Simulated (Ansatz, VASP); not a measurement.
TiPd3: VASP beside Ansatz

Contents of INCAR:

```
  PREC = Accurate
  ENCUT = 520
  EDIFF = 1E-8
  ISMEAR = -1
  SIGMA = 0.05
  LREAL = F
  LASPH = T
  NELM = 100
  ALGO = Normal
  ISIF = 2
  LWAVE = F
  LCHARG = F
  LEFG = T
  NBANDS = 29
```

The input KPOINTS:

```
Automatic mesh
0
Gamma
  11 11 11
```

File POSCAR:

```
TiPd3
1.0
    3.7943616436      0.0000000000      0.0000000000
    0.0000000000      3.7943616436      0.0000000000
    0.0000000000      0.0000000000      3.7943616436
Ti Pd
1 3
Direct
    0.0000000000      0.0000000000      0.0000000000
    0.0000000000      0.5000000000      0.5000000000
    0.5000000000      0.0000000000      0.5000000000
    0.5000000000      0.5000000000      0.0000000000
```

Input for Ansatz:

```yaml
crystal:
  lattice:
    - [3.7943616436, 0.0, 0.0]
    - [0.0, 3.7943616436, 0.0]
    - [0.0, 0.0, 3.7943616436]
  atoms:
    - { symbol: Ti, position: [0.0, 0.0, 0.0] }
    - { symbol: Pd, position: [0.0, 0.5, 0.5] }
    - { symbol: Pd, position: [0.5, 0.0, 0.5] }
    - { symbol: Pd, position: [0.5, 0.5, 0.0] }
kpoints:
  mp_grid: { grid: [11, 11, 11] }
scf:
  occupations: { method: fermi_dirac, width: 0.05 }
hamiltonian:
  xc: lda
  pseudopotentials: { kind: paw }
output:
  forces: true
  stress: true
  eigenvalues: true
  efg: { contact_densities: true }
```

Change from the starting cell: volume scaled by 0.98, PAW files.

Alike in both runs: task electric field gradients; functional LDA; k mesh 11 × 11 × 11; occupations fermi-dirac, width 0.05 eV; no spin polarisation.

|  | VASP | Ansatz |
| --- | --- | --- |
| version | VASP 6.6.1 | Ansatz 0.2.0 |
| potentials or method | VASP PAW LDA potentials, release 64 (Ti_sv, Pd) | PAW with Ansatz's default frozen-core files, scalar-relativistic |
| plane-wave cutoff (eV) | 520 | 420 |
| valence electrons in the cell | 42 | 66 |

```csv
,VASP,Ansatz,Ansatz less VASP
pressure (GPa),7.8,7.4,-0.43
size of Vzz on the site where it differs most (V/Å²),64.4,83.7,+19.23
```

LDA's correlation is that of Perdew and Zunger in VASP and of Perdew and Wang (1992) in Ansatz. VASP's potentials hold 42 valence electrons a cell and Ansatz's 66, so a difference there can come from the potentials and not from the codes.
